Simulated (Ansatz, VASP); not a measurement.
Two plane-wave programs on B2N3O

```
B N O
1.0
     4.06783    0.00000    0.00000
     0.00000    4.06783    0.00000
     0.00000    0.00000    3.57147
B N O
2 3 1
Direct
  0.50000 0.00000 0.50000
  0.00000 0.50000 0.50000
  0.50000 0.00000 0.00000
  0.00000 0.50000 0.00000
  0.50000 0.50000 0.00000
  0.00000 0.00000 0.50000
```

Alike in both runs: task single point; functional PBE; k mesh 4 × 4 × 6; occupations gaussian, width 0.1 eV; collinear spin.

```csv
,VASP,Ansatz
version,VASP 6.6.1,Ansatz 0.2.0
potentials or method,"VASP PAW PBE potentials, release 64 (B, N, O), cutoff 520 eV","scalar-relativistic, plane waves, PAW"
valence electrons in the cell,27,27
```

VASP gave:

| Quantity | Value |
| --- | --- |
| gap on the k mesh at the Fermi level (eV) | none |
| net moment per atom (μB) | 0.21 |
| size of the moment on the site where the two differ most (μB) | 0.44 |

Task: Which values does Ansatz return?

Result: gap on the k mesh at the Fermi level (eV): none; net moment per atom (μB): 0.20; size of the moment on the site where the two differ most (μB): 0.49.

Site moments also hang on the region over which each program counts them. A gap of «none» marks a metal or a gap that the smearing closes. Ansatz's warnings: seeded moment not kept.

The k mesh is coarse, so the values compare programs but aren't converged.
